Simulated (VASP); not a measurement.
# ZnMo3 (Pm-3m) in VASP: further runs

Runs on ZnMo3. Level: PBE. Tasks: single point.

Everything below comes from runs of VASP 6.6.1. Logs are shortened: lines on timing, memory, paths and dates and some standing lists are left out, and cuts for length are marked.

### 1 The cell of the first run

The structure is cubic, space group Pm-3m (No. 221). The conventional cell has a = 4.008 Å, b = 4.008 Å, c = 4.008 Å, α = 90.00°, β = 90.00°, γ = 90.00°. Zn (site symmetry m-3m) has 12 Mo at 2.83 Å within 3.7 Å. Mo (site symmetry 4/mmm) has 4 Zn at 2.83 Å and 8 Mo at 2.83 Å within 3.7 Å.

### 2 Single point, PBE

Contents of INCAR:

```
  PREC = Accurate
  ENCUT = 520
  EDIFF = 1E-7
  ISMEAR = -1
  SIGMA = 0.1
  LREAL = F
  LASPH = T
  NELM = 100
  ALGO = Normal
  ISIF = 2
  LWAVE = F
  LCHARG = T
  GGA = PE
  LELF = T
  LVHAR = T
  NBANDS = 35
```

Contents of KPOINTS:

```
regular mesh
0
Gamma
  6 6 6
```

Contents of POSCAR:

```
ZnMo3
1.0
    4.0078032944      0.0000000000      0.0000000000
    0.0000000000      4.0078032944      0.0000000000
    0.0000000000      0.0000000000      4.0078032944
Zn Mo
1 3
Direct
    0.0000000000      0.0000000000      0.0000000000
    0.0000000000      0.5000000000      0.5000000000
    0.5000000000      0.0000000000      0.5000000000
    0.5000000000      0.5000000000      0.0000000000
```

Potentials or basis: VASP PAW PBE potentials, release 64 (Zn, Mo_sv).

Run with:

```sh
cat potpaw_PBE.64/Zn/POTCAR potpaw_PBE.64/Mo_sv/POTCAR > POTCAR
mpirun -np 1 vasp_std > vasp.out
```

OUTCAR:

```text
PREC = Accurate
   ENCUT = 520
   EDIFF = 1E-7
   ISMEAR = -1
   LREAL = F
   LASPH = T
   NELM = 100
   ISIF = 2
   GGA = PE

 ion  position               nearest neighbor table
   1  0.000  0.000  0.000-   2 2.83   3 2.83   4 2.83   2 2.83   3 2.83   2 2.83   4 2.83   2 2.83
                             3 2.83   4 2.83   3 2.83   4 2.83
   2  0.000  0.500  0.500-   1 2.83   3 2.83   4 2.83   1 2.83   4 2.83   1 2.83   3 2.83   1 2.83
                             3 2.83   4 2.83   4 2.83   3 2.83
   3  0.500  0.000  0.500-   1 2.83   2 2.83   4 2.83   1 2.83   4 2.83   2 2.83   4 2.83   4 2.83
                             1 2.83   2 2.83   1 2.83   2 2.83
   4  0.500  0.500  0.000-   1 2.83   2 2.83   3 2.83   2 2.83   3 2.83   1 2.83   3 2.83   3 2.83
                             1 2.83   2 2.83   2 2.83   1 2.83

  LATTYP: Found a simple cubic cell.
 ALAT       =     4.0078032944

  Lattice vectors:

 A1 = (   4.0078032944,   0.0000000000,   0.0000000000)
 A2 = (   0.0000000000,   4.0078032944,   0.0000000000)
 A3 = (   0.0000000000,   0.0000000000,   4.0078032944)

Analysis of symmetry for initial positions (statically):
=====================================================================
 Subroutine PRICEL returns:
 Original cell was already a primitive cell.

 Routine SETGRP: Setting up the symmetry group for a
 simple cubic supercell.

 Subroutine GETGRP returns: Found 48 space group operations
 (whereof 48 operations were pure point group operations)
 out of a pool of 48 trial point group operations.

The static configuration has the point symmetry O_h .

Analysis of symmetry for dynamics (positions and initial velocities):
=====================================================================
 Subroutine PRICEL returns:
 Original cell was already a primitive cell.

 Routine SETGRP: Setting up the symmetry group for a
 simple cubic supercell.

 Subroutine GETGRP returns: Found 48 space group operations
 (whereof 48 operations were pure point group operations)
 out of a pool of 48 trial point group operations.

The dynamic configuration has the point symmetry O_h .

 Subroutine INISYM returns: Found 48 space group operations
 (whereof 48 operations are pure point group operations),
 and found     1 'primitive' translations

----------------------------------------------------------------------------------------

                                     Primitive cell

  volume of cell :      64.3753

  direct lattice vectors                    reciprocal lattice vectors
     4.007803294  0.000000000  0.000000000     0.249513244  0.000000000  0.000000000
     0.000000000  4.007803294  0.000000000     0.000000000  0.249513244  0.000000000
     0.000000000  0.000000000  4.007803294     0.000000000  0.000000000  0.249513244

  length of vectors
     4.007803294  4.007803294  4.007803294     0.249513244  0.249513244  0.249513244

  position of ions in fractional coordinates (direct lattice)
     0.000000000  0.000000000  0.000000000
     0.000000000  0.500000000  0.500000000
     0.500000000  0.000000000  0.500000000
     0.500000000  0.500000000  0.000000000

  ion indices of the primitive-cell ions
   primitive index   ion index
                 1           1
                 2           2
                 3           3
                 4           4

----------------------------------------------------------------------------------------

 KPOINTS: regular mesh

Automatic generation of k-mesh.
 Grid dimensions read from file:
 generate k-points for:    6    6    6

 Generating k-lattice:

  Cartesian coordinates                     Fractional coordinates (reciprocal lattice)
     0.041585541  0.000000000  0.000000000     0.166666667  0.000000000  0.000000000
     0.000000000  0.041585541  0.000000000     0.000000000  0.166666667  0.000000000
     0.000000000  0.000000000  0.041585541     0.000000000  0.000000000  0.166666667

  Length of vectors
     0.041585541  0.041585541  0.041585541

  Shift w.r.t. Gamma in fractional coordinates (k-lattice)
     0.000000000  0.000000000  0.000000000

 Subroutine IBZKPT returns following result:
 ===========================================

 Found     20 irreducible k-points:

 Following reciprocal coordinates:
            Coordinates               Weight
  0.000000  0.000000  0.000000      1.000000
  0.166667  0.000000  0.000000      6.000000
  0.333333  0.000000  0.000000      6.000000
  0.500000  0.000000  0.000000      3.000000
  0.166667  0.166667  0.000000     12.000000
  0.333333  0.166667  0.000000     24.000000
[... 12 lines left out ...]
  0.500000  0.500000  0.333333      6.000000
  0.500000  0.500000  0.500000      1.000000
   k-points           NKPTS =     20   k-points in BZ     NKDIM =     20   number of bands    NBANDS=     35
   number of dos      NEDOS =    301   number of ions     NIONS =      4
   total plane-waves  NPLWV =  27000
   dimension x,y,z NGX =    30 NGY =   30 NGZ =   30
   dimension x,y,z NGXF=    60 NGYF=   60 NGZF=   60
   ions per type =               1   3
   NGX,Y,Z   is equivalent  to a cutoff of  12.44, 12.44, 12.44 a.u.
   NGXF,Y,Z  is equivalent  to a cutoff of  24.89, 24.89, 24.89 a.u.
 SYSTEM =  unknown system
   PREC   = accura    normal or accurate (medium, high low for compatibility)
   ISTART =      0    job   : 0-new  1-cont  2-samecut
   ICHARG =      2    charge: 1-file 2-atom 10-const
   ISPIN  =      1    spin polarized calculation?
   LNONCOLLINEAR =      F non collinear calculations
   LSORBIT =      F    spin-orbit coupling
   LASPH  =      T    aspherical Exc in radial PAW
   ENCUT  =  520.0 eV  38.22 Ry    6.18 a.u.   7.45  7.45  7.45*2*pi/ulx,y,z
   NELM   =    100;   NELMIN=  2; NELMDL= -5     # of ELM steps
   EDIFF  = 0.1E-06   stopping-criterion for ELM
   LREAL  =      F    real-space projection
   EDIFFG = 0.1E-05   stopping-criterion for IOM
   NSW    =      0    number of steps for IOM
   IBRION =     -1    ionic relax: 0-MD 1-quasi-New 2-CG
   NFREE  =      0    steps in history (QN), initial steepest desc. (CG)
   ISIF   =      2    stress and relaxation
   ISYM   =      2    0-nonsym 1-usesym 2-fastsym
   POTIM  = 0.5000    time-step for ionic-motion
   TEBEG  =    0.0;   TEEND  =   0.0 temperature during run
   PSTRESS=    0.0 pullay stress
   NELECT =      54.0000    total number of electrons
   NUPDOWN=      -1.0000    fix difference up-down
   EMIN   =  10.00;   EMAX   =-10.00  energy-range for DOS
   EFERMI =   0.00;   METHOD = LEGACY
   ISMEAR =    -1;   SIGMA  =   0.10  broadening in eV -4-tet -1-fermi 0-gaus
   EFERMI_NEDOS =   21; number of points for ismear=-14 and -15
   IALGO  =     38    algorithm
   IMIX   =      4    mixing-type and parameters
     AMIX     =   0.40;   BMIX     =  1.00
     AMIX_MAG =   1.60;   BMIX_MAG =  1.00
  volume/ion in A,a.u.               =      16.09       108.61
  Fermi-wavevector in a.u.,A,eV,Ry     =   1.543949  2.917641 32.433286  2.383779
  Thomas-Fermi vector in A             =   2.649540
   LORBIT       =      0    0 simple, 1 ext, 2 COOP (PROOUT), +10 PAW based schemes
   GGA     = PE    functional components
   LHFCALC =     F    Hartree Fock is set to
   AEXX    =    0.0000 exact exchange contribution
   IVDW    =     0    specifies the selected vdW correction
   LEPSILON=     F    determine dielectric tensor
   LRPA    =     F    only Hartree local field effects (RPA)
 non-spin polarized calculation
  energy-cutoff  :      520.00
  volume of cell :       64.38
 maximum number of plane-waves:      1755
 NGX is ok and might be reduce to    30
   NGX = 15   NGY = 15   NGZ = 15

 number of electron      54.0000048 magnetization

 Free energy of the ion-electron system (eV)
  ---------------------------------------------------
  ext. energy  EPLUGINS =         0.00000000
  ---------------------------------------------------
  free energy    TOTEN  =       -33.14555894 eV

  energy without entropy =      -33.05741654  energy(sigma->0) =      -33.10148774

 E-fermi :   9.5733     XC(G=0): -12.7636

 val. band max:        9.5433330667   @ k =   0.1667   0.1667   0.1667
 cond. band min:       9.5744422248   @ k =   0.3333   0.0000   0.0000
 fundamental gap:      0.0311091580
 Fermi energy:         9.5733316232

 k-point     1 :       0.0000    0.0000    0.0000
  band No.  band energies     occupation
      1     -51.4977      2.00000
      2     -51.2809      2.00000
      3     -51.2809      2.00000
      4     -25.8819      2.00000
      5     -25.8819      2.00000
      6     -25.8819      2.00000
[... 27 lines left out ...]
     34      13.7915      0.00000
     35      13.7916      0.00000

 k-point     2 :       0.1667    0.0000    0.0000
  band No.  band energies     occupation
      1     -51.4850      2.00000
      2     -51.2937      2.00000
      3     -51.2807      2.00000
      4     -25.8505      2.00000
      5     -25.8505      2.00000
      6     -25.8329      2.00000
[... 27 lines left out ...]
     34      13.7930      0.00000
     35      14.0920      0.00000

 k-point     3 :       0.3333    0.0000    0.0000
  band No.  band energies     occupation
      1     -51.4520      2.00000
      2     -51.3268      2.00000
      3     -51.2804      2.00000
      4     -25.7744      2.00000
      5     -25.7744      2.00000
      6     -25.6967      2.00000
[... 27 lines left out ...]
     34      13.7957      0.00000
     35      15.6629      0.00000
[... 571 lines left out ...]
 k-point    19 :       0.5000    0.5000    0.3333
  band No.  band energies     occupation
      1     -51.3519      2.00000
      2     -51.3519      2.00000
      3     -51.3519      2.00000
      4     -26.0805      2.00000
      5     -25.8317      2.00000
      6     -25.7810      2.00000
[... 27 lines left out ...]
     34      12.7731      0.00000
     35      13.5094      0.00000

 k-point    20 :       0.5000    0.5000    0.5000
  band No.  band energies     occupation
      1     -51.3517      2.00000
      2     -51.3517      2.00000
      3     -51.3517      2.00000
      4     -26.1431      2.00000
      5     -25.8306      2.00000
      6     -25.8306      2.00000
[... 27 lines left out ...]
     34      13.2055      0.00000
     35      13.2055      0.00000

------------------------ aborting loop because EDIFF is reached ----------------------------------------

  FORCE on cell =-STRESS in cart. coord.  units (eV):
  Direction    XX          YY          ZZ          XY          YZ          ZX
  --------------------------------------------------------------------------------------
  -------------------------------------------------------------------------------------
  Total       -4.0878366     -4.0878366     -4.0878366     -0.0000000     -0.0000000     -0.0000000
  in kB     -101.7384042   -101.7384042   -101.7384042     -0.0000000     -0.0000000     -0.0000000
  external PRESSURE =    -101.7384042 kB  Pullay stress =       0.0000000 kB

 VOLUME and BASIS-vectors are now :
 -----------------------------------------------------------------------------
  energy-cutoff  :      520.00
  volume of cell :       64.38
      direct lattice vectors                 reciprocal lattice vectors
     4.007803294  0.000000000  0.000000000     0.249513244  0.000000000  0.000000000
     0.000000000  4.007803294  0.000000000     0.000000000  0.249513244  0.000000000
     0.000000000  0.000000000  4.007803294     0.000000000  0.000000000  0.249513244

 POSITION                                       TOTAL-FORCE (eV/Angst)
 -----------------------------------------------------------------------------------
      0.00000      0.00000      0.00000         0.000000      0.000000      0.000000
      0.00000      2.00390      2.00390         0.000000      0.000000      0.000000
      2.00390      0.00000      2.00390         0.000000      0.000000      0.000000
      2.00390      2.00390      0.00000         0.000000      0.000000      0.000000
 -----------------------------------------------------------------------------------
    total drift:                                0.000000      0.000000     -0.000000

  FREE ENERGIE OF THE ION-ELECTRON SYSTEM (eV)
  ---------------------------------------------------
  free  energy   TOTEN  =       -33.1455589369 eV

  energy  without entropy=      -33.0574165447  energy(sigma->0) =      -33.10148774
```

Run time: 34 s. Hardware: 1 thread of Intel Xeon Platinum 8488C (Sapphire Rapids), shared host; peak memory 0.18 GiB.

Results:

* Free energy: -33.1456 eV
* Pressure: -10.2 GPa
* Band gap on the k mesh: zero (band 27 reaches 10.42 eV, above the bottom of band 28 at 9.02 eV)

### 3 Single point, PBE

This run uses another cell than the first one, of 16.48 Å³/atom, 1.024 times its volume.

Contents of INCAR:

```
SYSTEM = ZnMo3
ALGO     = Normal         ! electronic algorithm
EDIFF    = 1E-7           ! SCF threshold, eV
ENCUT    = 520            ! plane-wave cutoff, eV
GGA      = PE             ! functional
ISIF     = 2              ! what is computed and relaxed
ISMEAR   = -1             ! smearing method
LASPH    = .TRUE.         ! aspherical terms in the spheres
LCHARG   = .TRUE.         ! write CHGCAR
LELF     = .TRUE.         ! ELF
LREAL    = .FALSE.        ! projectors in reciprocal space
LVHAR    = .TRUE.       
LWAVE    = .FALSE.        ! write WAVECAR
NBANDS   = 35             ! bands
NELM     = 80             ! most SCF steps
PREC     = Accurate       ! precision mode
SIGMA    = 0.1            ! smearing width, eV
```

Contents of KPOINTS:

```
k-points
0
G
  6 6 6
  0 0 0
```

Contents of POSCAR:

```
ZnMo3
1.0
    4.0393621000      0.0000000000      0.0000000000
    0.0000000000      4.0393621000      0.0000000000
    0.0000000000      0.0000000000      4.0393621000
Zn Mo
1 3
Direct
    0.0000000000      0.0000000000      0.0000000000
    0.0000000000      0.5000000000      0.5000000000
    0.5000000000      0.0000000000      0.5000000000
    0.5000000000      0.5000000000      0.0000000000
```

Potentials or basis: VASP PAW PBE potentials, release 64 (Zn, Mo_sv).

Run with:

```sh
cat potpaw_PBE.64/Zn/POTCAR potpaw_PBE.64/Mo_sv/POTCAR > POTCAR
mpirun -np 1 vasp_std > vasp.out
```

Run time: 33 s. Hardware: 1 thread of Intel Xeon Platinum 8488C (Sapphire Rapids), shared host; peak memory 0.18 GiB.

It converged, with:

| Quantity | Value |
| --- | --- |
| Free energy | -33.0304 eV |
| Pressure | -13.9 GPa |
| Band gap on the k mesh | zero (band 27 reaches 10.08 eV, above the bottom of band 28 at 8.73 eV) |

Levels at points of the mesh, in eV from the Fermi level:
| k point | band 23 | band 24 | band 25 | band 26 | band 27 | band 28 | band 29 | band 30 | band 31 | band 32 |
| --- | --- | --- | --- | --- | --- | --- | --- | --- | --- | --- |
| (0.00, 0.00, 0.00) | -2.85 | -2.85 | 0.82 | 0.82 | 0.82 | 1.93 | 1.93 | 1.93 | 2.37 | 2.37 |
| (0.50, 0.00, 0.00) | -2.51 | -1.29 | -0.78 | -0.78 | -0.34 | 0.06 | 0.32 | 0.80 | 0.80 | 1.10 |
| (0.50, 0.50, 0.00) | -2.04 | -2.04 | -2.03 | -0.65 | -0.65 | 0.30 | 0.30 | 0.31 | 1.29 | 1.36 |
| (0.50, 0.50, 0.50) | -1.11 | -1.11 | -0.34 | -0.34 | -0.34 | 0.68 | 0.68 | 0.68 | 1.32 | 1.52 |

[end of part 1 of 2]
